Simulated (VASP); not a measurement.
Crystal: RbSrSi2.

```
Rb Sr Si
1.0
     4.26211    0.00000    0.00000
     0.00000    4.26211    0.00000
     0.00000    0.00000    4.48573
Rb Sr Si
1 1 2
Direct
  0.00000 0.00000 0.50000
  0.00000 0.00000 0.00000
  0.50000 0.50000 0.25478
  0.50000 0.50000 0.74522
```

| Item | Value |
| --- | --- |
| Program | VASP 6.6.1 |
| Task | relaxation of cell and atoms |
| Functional | PBE |
| Potentials or basis | VASP PAW PBE potentials, release 64 (Rb_sv, Sr_sv, Si) |
| Cutoff | 600 eV |
| k mesh | 4 × 4 × 4 |
| Occupations | gaussian, width 0.1 eV |
| Spin | no spin polarisation |

At the start: pressure 39.4 GPa; volume 20.37 Å³/atom.

**Question.** Where does the relaxation end?

**Answer.** Over 35 steps the energy falls by 1853.6 meV/atom and the volume is 35.50 Å³/atom (+74.3 %); space group P4/mmm (No. 123, to 0.05 Å).

Step by step:
```tsv
step	energy change (eV)	largest force (eV/Å)	pressure (GPa)	volume (Å³)
1	0.0000	1.2047	39.35	81.49
2	-5.6039	0.9771	-3.69	143.55
3	-5.7762	0.6742	0.68	110.98
4	-5.8090	0.6548	-1.67	123.03
5	-5.8162	0.6249	-1.28	120.35
6	-5.8182	0.6282	-0.81	117.58
7	-5.8185	0.6240	-0.94	118.32
8	-5.8718	0.6980	-0.24	115.75
9	-5.9889	1.1172	2.52	108.19
10	-5.8140	0.7976	11.98	93.79
11	-6.0317	1.2580	4.18	104.63
12	-6.0228	1.1752	6.93	99.98
13	-6.0397	1.2404	5.43	102.36
14	-6.0513	1.2325	5.57	102.17
15	-6.0833	1.2046	6.04	101.58
16	-6.1346	1.1240	7.07	100.40
17	-6.1629	0.7668	9.59	98.02
18	-6.2766	0.6453	9.30	99.29
19	-6.5574	0.3244	8.89	103.10
20	-6.6095	2.5614	10.07	110.82
21	-6.6939	0.6878	9.23	106.96
22	-6.9748	0.2488	6.37	112.72
23	-7.3420	0.5201	0.79	129.97
24	-7.3555	0.6478	0.00	133.77
25	-7.3561	0.6813	-0.18	134.74
26	-7.3755	0.5003	-0.05	135.38
27	-7.4012	0.0873	0.50	136.91
28	-7.4014	0.0778	0.63	137.27
29	-7.4017	0.0036	0.57	137.11
30	-7.4068	0.0022	0.36	138.81
31	-7.4101	0.0329	0.02	141.69
32	-7.4127	0.1134	-0.12	142.26
33	-7.4128	0.1478	-0.15	142.40
34	-7.4143	0.0673	-0.01	142.13
35	-7.4145	0.0248	0.07	141.99
```

Final structure:
```
Rb Sr Si
1.0
     4.32959    0.00000    0.00000
     0.00000    4.32959    0.00000
     0.00000    0.00000    7.57485
Rb Sr Si
1 1 2
Direct
  0.00000 0.00000 0.50000
  0.00000 0.00000 0.00000
  0.50000 0.50000 0.14720
  0.50000 0.50000 0.85280
```

Caveat: the k points lie up to 0.36 Å⁻¹ apart in the final cell; the volume moved by over 15 % at a fixed basis, so the end points are rough.
